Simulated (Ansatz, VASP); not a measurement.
# CsH3 in VASP and in Ansatz

```
CELL_PARAMETERS angstrom
-4.27876 -0.00325 0.00173
-2.14385 -2.00690 4.21457
-2.13285 6.44584 4.43527
ATOMIC_POSITIONS crystal
Cs 0.49852 0.74561 0.25388
Cs 0.51932 0.21507 0.74294
H 0.14604 0.29412 0.41898
H 0.12785 0.77916 0.95486
H 0.84992 0.24764 0.07086
H 0.89315 0.65970 0.54469
H 0.02886 0.46124 0.47852
H 0.93634 0.09746 0.03526
```

Change from the starting cell: cell x2, atoms moved at random (sigma 0.15 Å) and cell strained at random (1.5 %), then relaxed without symmetry.

Alike in both runs: functional PBE; k mesh 4 × 4 × 4; occupations gaussian, width 0.1 eV; no spin polarisation.

Ansatz relaxed the structure, and its values are those at the end. VASP's run is a single point on that final structure, the one shown.

```csv
,VASP,Ansatz
version,VASP 6.6.1,Ansatz 0.2.0
potentials or method,"VASP PAW PBE potentials, release 64 (Cs_sv, H), cutoff 520 eV","scalar-relativistic, plane waves, PAW"
valence electrons in the cell,24,24
```

```tsv
	VASP	Ansatz	Ansatz less VASP
gap on the k mesh at the Fermi level (eV)	2.51	2.52	+0.018
least direct gap on the mesh (eV)	2.51	2.52	+0.018
pressure (GPa)	0.0	0.0	+0.03
rms of the force components (eV/Å)	0.009	0.009	-0.0007
```

Neither program's run includes spin-orbit coupling.
